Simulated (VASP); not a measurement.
Input of a VASP 6.6.1 run:

File INCAR:

```
PREC = Accurate
ENCUT = 500
EDIFF = 1E-7
ISMEAR = 0
SIGMA = 0.02
LREAL = F
LASPH = T
NELM = 200
ALGO = Normal
ISIF = 3
LWAVE = F
LCHARG = F
GGA = PE
IBRION = 2
NSW = 100
EDIFFG = -0.01
GGA_COMPAT = F
NELMIN = 4
LMAXMIX = 6
```

The input KPOINTS:

```
Automatic mesh
0
Gamma
  4 4 8
```

POSCAR

```
NaTbBr4
1.0
    7.4480291440      0.0000000000      0.0000000000
    0.0000000000      7.4480291440      0.0000000000
    0.0000000000      0.0000000000      3.7679710802
Na Tb Br
1 1 4
Direct
    0.5000000000      0.5000000000      0.5000000000
    0.0000000000      0.0000000000      0.0000000000
    0.2237821373      0.7762178627      0.5000000000
    0.7762178627      0.2237821373      0.5000000000
    0.2237821373      0.2237821373      0.5000000000
    0.7762178627      0.7762178627      0.5000000000
```

Potentials or basis: VASP PAW PBE potentials, release 64 (Na_pv, Tb_3, Br), 4f in core.

The run is started by

```console
$ cat potpaw_PBE.64/Na_pv/POTCAR potpaw_PBE.64/Tb_3/POTCAR potpaw_PBE.64/Br/POTCAR > POTCAR
$ mpirun -np 1 vasp_std > vasp.out
```

Q: Estimate the space group after relaxing (to 0.1 Å).

A: P4/mmm (No. 123).

Q: Predict the relaxed volume.

A: 34.60 Å³/atom.

Q: What does it give for the relaxed cell?

A: a = 7.440 Å, b = 7.440 Å, c = 3.750 Å, α = 90.00°, β = 90.00°, γ = 90.00°.

Q: Predict the band gap on the k mesh.

A: 1.18 eV (least direct gap 1.39 eV).

Final structure:
```yaml
crystal:
  lattice:
    - [7.43961, 0.00000, 0.00000]
    - [0.00000, 7.43961, 0.00000]
    - [0.00000, 0.00000, 3.75046]
  atoms:
    - { symbol: Na, position: [0.50000, 0.50000, 0.50000] }
    - { symbol: Tb, position: [0.00000, 0.00000, 0.00000] }
    - { symbol: Br, position: [0.22398, 0.77602, 0.50000] }
    - { symbol: Br, position: [0.77602, 0.22398, 0.50000] }
    - { symbol: Br, position: [0.22398, 0.22398, 0.50000] }
    - { symbol: Br, position: [0.77602, 0.77602, 0.50000] }
```

Caveat: spin-orbit coupling is left out, which moves the levels of the heavy elements; the 4f electrons are frozen in the core, so they carry no moment and show no levels. A k mesh can miss the band edges.
